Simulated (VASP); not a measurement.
A run of VASP 6.6.1:

File INCAR:

```
ALGO = Fast
EDIFF = 1E-6
EDIFFG = -0.01
ENCUT = 600
GGA = PS
IBRION = 2
ISIF = 3
ISMEAR = -1
IVDW = 12
LASPH = True
LCHARG = False
LREAL = False
LWAVE = False
NELM = 100
NSW = 60
PREC = Accurate
SIGMA = 0.05
```

The input KPOINTS:

```
k-points
0
Gamma
  9 9 9
```

Contents of POSCAR:

```
AlRu
1.0
    2.9916000000      0.0000000000      0.0000000000
    0.0000000000      2.9916000000      0.0000000000
    0.0000000000      0.0000000000      2.9916000000
Ru Al
1 1
Direct
    0.5000000000      0.5000000000      0.5000000000
    0.0000000000      0.0000000000      0.0000000000
```

Potentials or basis: VASP PAW PBE potentials, release 64 (Ru_pv, Al).

Launch:

```console
$ cat potpaw_PBE.64/Ru_pv/POTCAR potpaw_PBE.64/Al/POTCAR > POTCAR
$ mpirun -np 1 vasp_std > vasp.out
```

Hardware: 1 thread of Intel(R) Xeon(R) 6975P-C (Granite Rapids), on a shared host.

Problem. Estimate the wall time of this run.

Solution. It took 12 s on 1 thread of Intel(R) Xeon(R) 6975P-C (Granite Rapids), with other jobs on the host, peak memory 0.16 GiB. Counts: scf iterations 40, k points 35, ion steps 4.
